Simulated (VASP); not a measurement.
# MgF2 (P4_2/mnm) in VASP: further runs

The runs below take MgF2 through single point, with PBE.

Program: VASP 6.6.1. These are calculated values, not measurements. Logs are shortened: lines on timing, memory, paths and dates and some standing lists are left out, and cuts for length are marked.

**1. The cell of the first run**

Symmetry: P4_2/mnm, No. 136, tetragonal system. Conventional cell: a = 4.839 Å, b = 4.839 Å, c = 3.043 Å, α = 90.00°, β = 90.00°, γ = 90.00°. Within 2.7 Å of Mg (site symmetry mmm) lie 6 F at 2.02 to 2.09 Å. F (site symmetry m2m) has 3 Mg at 2.02 to 2.09 Å and 1 F at 2.67 Å within 2.7 Å.

**2. Single point, PBE (biaxial strain in the a-b plane: +3.0 %, then relaxed in part)**

File INCAR:

```
SYSTEM = MgF2
ALGO     = Normal         ! electronic algorithm
EDIFF    = 1E-6           ! SCF threshold, eV
ENCUT    = 600            ! plane-wave cutoff, eV
GGA      = PE             ! functional
GGA_COMPAT= .FALSE.      
ISIF     = 2              ! what is computed and relaxed
ISMEAR   = 0              ! smearing method
LASPH    = .TRUE.         ! aspherical terms in the spheres
LCHARG   = .TRUE.         ! write CHGCAR
LELF     = .TRUE.         ! ELF
LREAL    = .FALSE.        ! projectors in reciprocal space
LVHAR    = .TRUE.       
LWAVE    = .FALSE.        ! write WAVECAR
NBANDS   = 25             ! bands
NELM     = 120            ! most SCF steps
PREC     = Accurate       ! precision mode
SIGMA    = 0.02           ! smearing width, eV
```

File KPOINTS:

```
k-points
0
G
  6 6 8
  0 0 0
```

File POSCAR:

```
MgF2
1.0
    4.8385084800      0.0000000000      0.0000000000
    0.0000000000      4.8385084800      0.0000000000
    0.0000000000      0.0000000000      3.0425748618
Mg F
2 4
Direct
    0.5000000000      0.5000000000      0.5000000000
    0.0000000000      0.0000000000      0.0000000000
    0.6952351641      0.6952351641      0.0000000000
    0.8047648359      0.1952351641      0.5000000000
    0.3047648359      0.3047648359      0.0000000000
    0.1952351641      0.8047648359      0.5000000000
```

Potentials or basis: VASP PAW PBE potentials, release 64 (Mg, F).

The run is started by

```console
$ cat potpaw_PBE.64/Mg/POTCAR potpaw_PBE.64/F/POTCAR > POTCAR
$ mpirun -np 1 vasp_std > vasp.out
```

OUTCAR:

```text
SYSTEM = MgF2
   EDIFF = 1E-6
   ENCUT = 600
   GGA = PE
   ISIF = 2
   ISMEAR = 0
   LASPH = .TRUE.
   LREAL = .FALSE.
   NELM = 120
   PREC = Accurate

 ion  position               nearest neighbor table
   1  0.500  0.500  0.500-   3 2.02   5 2.02   3 2.02   5 2.02   4 2.09   6 2.09
   2  0.000  0.000  0.000-   4 2.02   6 2.02   4 2.02   6 2.02   5 2.09   3 2.09
   3  0.695  0.695  0.000-   1 2.02   1 2.02   2 2.09
   4  0.805  0.195  0.500-   2 2.02   2 2.02   1 2.09
   5  0.305  0.305  0.000-   1 2.02   1 2.02   2 2.09
   6  0.195  0.805  0.500-   2 2.02   2 2.02   1 2.09

  LATTYP: Found a simple tetragonal cell.
 ALAT       =     4.8385084800
 C/A-ratio  =     0.6288249518

  Lattice vectors:

 A1 = (   4.8385084800,   0.0000000000,   0.0000000000)
 A2 = (   0.0000000000,   4.8385084800,   0.0000000000)
 A3 = (   0.0000000000,   0.0000000000,   3.0425748618)

Analysis of symmetry for initial positions (statically):
=====================================================================
 Subroutine PRICEL returns:
 Original cell was already a primitive cell.

 Routine SETGRP: Setting up the symmetry group for a
 simple tetragonal supercell.

 Subroutine GETGRP returns: Found 16 space group operations
 (whereof  8 operations were pure point group operations)
 out of a pool of 16 trial point group operations.

The static configuration has the point symmetry D_2h.
 The point group associated with its full space group is D_4h.

Analysis of symmetry for dynamics (positions and initial velocities):
=====================================================================
 Subroutine PRICEL returns:
 Original cell was already a primitive cell.

 Routine SETGRP: Setting up the symmetry group for a
 simple tetragonal supercell.

 Subroutine GETGRP returns: Found 16 space group operations
 (whereof  8 operations were pure point group operations)
 out of a pool of 16 trial point group operations.

The dynamic configuration has the point symmetry D_2h.
 The point group associated with its full space group is D_4h.

 Subroutine INISYM returns: Found 16 space group operations
 (whereof  8 operations are pure point group operations),
 and found     1 'primitive' translations

----------------------------------------------------------------------------------------

                                     Primitive cell

  volume of cell :      71.2302

  direct lattice vectors                    reciprocal lattice vectors
     4.838508480  0.000000000  0.000000000     0.206675260  0.000000000  0.000000000
     0.000000000  4.838508480  0.000000000     0.000000000  0.206675260  0.000000000
     0.000000000  0.000000000  3.042574862     0.000000000  0.000000000  0.328668988

  length of vectors
     4.838508480  4.838508480  3.042574862     0.206675260  0.206675260  0.328668988

  position of ions in fractional coordinates (direct lattice)
     0.500000000  0.500000000  0.500000000
     0.000000000  0.000000000  0.000000000
     0.695235164  0.695235164  0.000000000
     0.804764836  0.195235164  0.500000000
     0.304764836  0.304764836  0.000000000
     0.195235164  0.804764836  0.500000000

  ion indices of the primitive-cell ions
   primitive index   ion index
                 1           1
                 2           2
                 3           3
                 4           4
                 5           5
                 6           6

----------------------------------------------------------------------------------------

 KPOINTS: k-points

Automatic generation of k-mesh.
 Grid dimensions read from file:
 generate k-points for:    6    6    8

 Generating k-lattice:

  Cartesian coordinates                     Fractional coordinates (reciprocal lattice)
     0.034445877  0.000000000  0.000000000     0.166666667  0.000000000  0.000000000
     0.000000000  0.034445877  0.000000000     0.000000000  0.166666667  0.000000000
     0.000000000  0.000000000  0.041083623     0.000000000  0.000000000  0.125000000

  Length of vectors
     0.034445877  0.034445877  0.041083623

  Shift w.r.t. Gamma in fractional coordinates (k-lattice)
     0.000000000  0.000000000  0.000000000

 Subroutine IBZKPT returns following result:
 ===========================================

 Found     50 irreducible k-points:

 Following reciprocal coordinates:
            Coordinates               Weight
  0.000000  0.000000  0.000000      1.000000
  0.166667  0.000000  0.000000      4.000000
  0.333333  0.000000  0.000000      4.000000
  0.500000  0.000000  0.000000      2.000000
  0.166667  0.166667  0.000000      4.000000
  0.333333  0.166667  0.000000      8.000000
[... 16 lines left out ...]
  0.333333  0.000000  0.250000      8.000000
  0.500000  0.000000  0.250000      4.000000
 [... further k-points ...]
   k-points           NKPTS =     50   k-points in BZ     NKDIM =     50   number of bands    NBANDS=     25
   number of dos      NEDOS =    301   number of ions     NIONS =      6
   total plane-waves  NPLWV =  38400
   dimension x,y,z NGX =    40 NGY =   40 NGZ =   24
   dimension x,y,z NGXF=    80 NGYF=   80 NGZF=   48
   ions per type =               2   4
   NGX,Y,Z   is equivalent  to a cutoff of  13.74, 13.74, 13.11 a.u.
   NGXF,Y,Z  is equivalent  to a cutoff of  27.49, 27.49, 26.23 a.u.
 SYSTEM =  MgF2
   PREC   = accura    normal or accurate (medium, high low for compatibility)
   ISTART =      0    job   : 0-new  1-cont  2-samecut
   ICHARG =      2    charge: 1-file 2-atom 10-const
   ISPIN  =      1    spin polarized calculation?
   LNONCOLLINEAR =      F non collinear calculations
   LSORBIT =      F    spin-orbit coupling
   LASPH  =      T    aspherical Exc in radial PAW
   ENCUT  =  600.0 eV  44.10 Ry    6.64 a.u.   9.66  9.66  6.08*2*pi/ulx,y,z
   NELM   =    120;   NELMIN=  2; NELMDL= -5     # of ELM steps
   EDIFF  = 0.1E-05   stopping-criterion for ELM
   LREAL  =      F    real-space projection
   EDIFFG = 0.1E-04   stopping-criterion for IOM
   NSW    =      0    number of steps for IOM
   IBRION =     -1    ionic relax: 0-MD 1-quasi-New 2-CG
   NFREE  =      0    steps in history (QN), initial steepest desc. (CG)
   ISIF   =      2    stress and relaxation
   ISYM   =      2    0-nonsym 1-usesym 2-fastsym
   POTIM  = 0.5000    time-step for ionic-motion
   TEBEG  =    0.0;   TEEND  =   0.0 temperature during run
   PSTRESS=    0.0 pullay stress
   NELECT =      32.0000    total number of electrons
   NUPDOWN=      -1.0000    fix difference up-down
   EMIN   =  10.00;   EMAX   =-10.00  energy-range for DOS
   EFERMI =   0.00;   METHOD = LEGACY
   ISMEAR =     0;   SIGMA  =   0.02  broadening in eV -4-tet -1-fermi 0-gaus
   EFERMI_NEDOS =   21; number of points for ismear=-14 and -15
   IALGO  =     38    algorithm
   IMIX   =      4    mixing-type and parameters
     AMIX     =   0.40;   BMIX     =  1.00
     AMIX_MAG =   1.60;   BMIX_MAG =  1.00
  volume/ion in A,a.u.               =      11.87        80.11
  Fermi-wavevector in a.u.,A,eV,Ry     =   1.253824  2.369385 21.389389  1.572076
  Thomas-Fermi vector in A             =   2.387659
   LORBIT       =      0    0 simple, 1 ext, 2 COOP (PROOUT), +10 PAW based schemes
   GGA     = PE    functional components
   LHFCALC =     F    Hartree Fock is set to
   AEXX    =    0.0000 exact exchange contribution
   IVDW    =     0    specifies the selected vdW correction
   LEPSILON=     F    determine dielectric tensor
   LRPA    =     F    only Hartree local field effects (RPA)
 non-spin polarized calculation
 Gauss-broadening in eV      SIGMA  =   0.02
  energy-cutoff  :      600.00
  volume of cell :       71.23
 maximum number of plane-waves:      2400
 NGX is ok and might be reduce to    40
   NGX = 19   NGY = 19   NGZ = 13

 number of electron      32.0000035 magnetization

 Free energy of the ion-electron system (eV)
  ---------------------------------------------------
  ext. energy  EPLUGINS =         0.00000000
  ---------------------------------------------------
  free energy    TOTEN  =       -31.48583727 eV

  energy without entropy =      -31.48583727  energy(sigma->0) =      -31.48583727

 E-fermi :  -1.5573     XC(G=0):  -9.3050

 val. band max:       -1.7558509232   @ k =   0.0000   0.0000   0.0000
 cond. band min:       4.8288487496   @ k =   0.0000   0.0000   0.0000
 fundamental gap:      6.5846996728
 Fermi energy:        -1.5573251461

 k-point     1 :       0.0000    0.0000    0.0000
  band No.  band energies     occupation
      1     -22.2066      2.00000
      2     -21.5770      2.00000
      3     -21.5770      2.00000
      4     -21.5044      2.00000
      5      -5.5511      2.00000
      6      -3.9187      2.00000
[... 17 lines left out ...]
     24      15.4075      0.00000
     25      15.4075      0.00000

 k-point     2 :       0.1667    0.0000    0.0000
  band No.  band energies     occupation
      1     -22.1719      2.00000
      2     -21.6474      2.00000
      3     -21.5665      2.00000
      4     -21.4830      2.00000
      5      -5.4598      2.00000
      6      -4.0452      2.00000
[... 17 lines left out ...]
     24      15.2191      0.00000
     25      15.5882      0.00000

 k-point     3 :       0.3333    0.0000    0.0000
  band No.  band energies     occupation
      1     -22.0747      2.00000
      2     -21.7816      2.00000
      3     -21.5390      2.00000
      4     -21.4812      2.00000
      5      -5.2127      2.00000
      6      -4.4654      2.00000
[... 552 lines left out ...]
 k-point    23 :       0.3333    0.0000    0.2500
  band No.  band energies     occupation
      1     -21.9260      2.00000
      2     -21.7015      2.00000
      3     -21.5129      2.00000
      4     -21.4853      2.00000
      5      -4.9220      2.00000
      6      -4.3135      2.00000
[... 17 lines left out ...]
     24      14.2924      0.00000
     25      14.6197      0.00000

 k-point    24 :       0.5000    0.0000    0.2500
  band No.  band energies     occupation
      1     -21.8180      2.00000
      2     -21.8180      2.00000
      3     -21.4957      2.00000
      4     -21.4957      2.00000
      5      -4.6344      2.00000
      6      -4.6344      2.00000
[... 17 lines left out ...]
     24      13.5963      0.00000
     25      15.3585      0.00000

 [... further k-points ...]

------------------------ aborting loop because EDIFF is reached ----------------------------------------

  FORCE on cell =-STRESS in cart. coord.  units (eV):
  Direction    XX          YY          ZZ          XY          YZ          ZX
  --------------------------------------------------------------------------------------
  -------------------------------------------------------------------------------------
  Total       -2.3818728     -2.3818728     -0.4218069      0.0000000      0.0000000      0.0000000
  in kB      -53.5753299    -53.5753299     -9.4876792      0.0000000      0.0000000      0.0000000
  external PRESSURE =     -38.8794463 kB  Pullay stress =       0.0000000 kB

 VOLUME and BASIS-vectors are now :
 -----------------------------------------------------------------------------
  energy-cutoff  :      600.00
  volume of cell :       71.23
      direct lattice vectors                 reciprocal lattice vectors
     4.838508480  0.000000000  0.000000000     0.206675260  0.000000000  0.000000000
     0.000000000  4.838508480  0.000000000     0.000000000  0.206675260  0.000000000
     0.000000000  0.000000000  3.042574862     0.000000000  0.000000000  0.328668988

 POSITION                                       TOTAL-FORCE (eV/Angst)
 -----------------------------------------------------------------------------------
      2.41925      2.41925      1.52129         0.000000      0.000000      0.000000
      0.00000      0.00000      0.00000         0.000000      0.000000      0.000000
      3.36390      3.36390      0.00000        -0.002445     -0.002445      0.000000
      3.89386      0.94465      1.52129         0.002445     -0.002445      0.000000
      1.47461      1.47461      0.00000         0.002445      0.002445     -0.000000
      0.94465      3.89386      1.52129        -0.002445      0.002445      0.000000
 -----------------------------------------------------------------------------------
    total drift:                                0.000000     -0.000000      0.000000

  FREE ENERGIE OF THE ION-ELECTRON SYSTEM (eV)
  ---------------------------------------------------
  free  energy   TOTEN  =       -31.4858372696 eV

  energy  without entropy=      -31.4858372696  energy(sigma->0) =      -31.48583727
```

It took 58 s on 1 thread of Intel Xeon Platinum 8259CL at 2.50GHz (Skylake/Cascade Lake), shared host; peak memory 0.24 GiB.

Results:

| Property | Result |
| --- | --- |
| Free energy | -31.4858 eV |
| Pressure | -3.9 GPa |
| Largest force | 0.003 eV/Å |
| Band gap on the k mesh | 6.58 eV, direct |

Forces on the atoms (eV/Å):
```
Mg   0.000  0.000  0.000
Mg   0.000  0.000  0.000
F   -0.002 -0.002  0.000
F    0.002 -0.002  0.000
F    0.002  0.002  0.000
F   -0.002  0.002  0.000
```

Levels at points of the mesh, in eV from the valence-band top:
| k point | band 12 | band 13 | band 14 | band 15 | band 16 | band 17 | band 18 | band 19 | band 20 | band 21 |
| --- | --- | --- | --- | --- | --- | --- | --- | --- | --- | --- |
| (0.00, 0.00, 0.00) | -1.05 | -0.67 | -0.33 | -0.33 | 0.00 | 6.58 | 11.78 | 11.78 | 13.37 | 13.75 |
| (0.50, 0.00, 0.00) | -1.28 | -0.86 | -0.86 | -0.36 | -0.36 | 8.86 | 8.86 | 13.02 | 13.02 | 14.57 |
| (0.50, 0.50, 0.00) | -1.08 | -0.87 | -0.87 | -0.72 | -0.72 | 10.30 | 10.30 | 10.74 | 10.74 | 16.72 |
| (0.00, 0.00, 0.50) | -1.38 | -0.94 | -0.94 | -0.77 | -0.77 | 11.34 | 11.34 | 14.58 | 14.58 | 14.97 |
| (0.50, 0.00, 0.50) | -1.26 | -0.69 | -0.69 | -0.59 | -0.59 | 12.16 | 12.16 | 12.80 | 12.80 | 15.07 |
| (0.50, 0.50, 0.50) | -1.35 | -0.54 | -0.54 | -0.49 | -0.49 | 12.34 | 12.34 | 12.91 | 12.91 | 14.16 |

Caveat: the cell differs from its parent crystal (biaxial strain in the a-b plane: +3.0 %, then relaxed in part).

[end of part 1 of 2]
